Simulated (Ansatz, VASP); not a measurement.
**Two plane-wave programs on Si**

The input INCAR:

```
  PREC = Accurate
  ENCUT = 520
  EDIFF = 1E-7
  ISMEAR = 0
  SIGMA = 0.15
  LREAL = F
  LASPH = T
  NELM = 80
  ALGO = Normal
  ISIF = 2
  LWAVE = F
  LCHARG = F
  NBANDS = 11
```

Contents of KPOINTS:

```
regular mesh
0
Gamma
  20 20 20
```

The input POSCAR:

```
Si
1.0
   -2.2528036893      2.3713723045      1.3292653899
    2.2528036893     -2.3713723045      1.3292653899
    2.2528036893      2.3713723045     -1.3292653899
Si
2
Direct
    0.2500000000      0.7500000000      0.5000000000
    0.5000000000      0.5000000000      0.0000000000
```

Input for Ansatz:

```yaml
crystal:
  lattice:
    - [-2.2528036893, 2.3713723045, 1.3292653899]
    - [2.2528036893, -2.3713723045, 1.3292653899]
    - [2.2528036893, 2.3713723045, -1.3292653899]
  atoms:
    - { symbol: Si, position: [0.25, 0.75, 0.5] }
    - { symbol: Si, position: [0.5, 0.5, 0.0] }
basis:
  ecutwfc: 420
kpoints:
  mp_grid: { grid: [20, 20, 20] }
hamiltonian:
  xc: lda
scf:
  occupations: { method: gaussian, width: 0.15 }
output:
  forces: true
  stress: true
  eigenvalues: true
```

Change from the starting cell: strain -0.0500 x Voigt [1, 0, 0, 0, 0, 0], atoms carried along.

Alike in both runs: task single point; functional LDA; k mesh 20 × 20 × 20; occupations gaussian, width 0.15 eV; no spin polarisation.

```csv
,VASP,Ansatz
version,VASP 6.6.1,Ansatz 0.2.0
potentials or method,"VASP PAW LDA potentials, release 64 (Si), cutoff 520 eV","scalar-relativistic, plane waves, PAW"
valence electrons in the cell,8,8
```

Ansatz gave:

```
gap on the k mesh at the Fermi level (eV)                     : none
pressure (GPa)                                                : 6.8
traceless stress, the component that is largest in VASP (GPa) : 9.37
rms of the force components (eV/Å)                            : 0.161
```

Question: Estimate VASP's values.

Answer: gap on the k mesh at the Fermi level (eV): none; pressure (GPa): 6.9; traceless stress, the component that is largest in VASP (GPa): 9.38; rms of the force components (eV/Å): 0.161.

LDA's correlation is that of Perdew and Zunger in VASP and of Perdew and Wang (1992) in Ansatz. Atom by atom the forces differ by 0.000 eV/Å (rms over components). A gap of «none» marks a metal or a gap that the smearing closes.
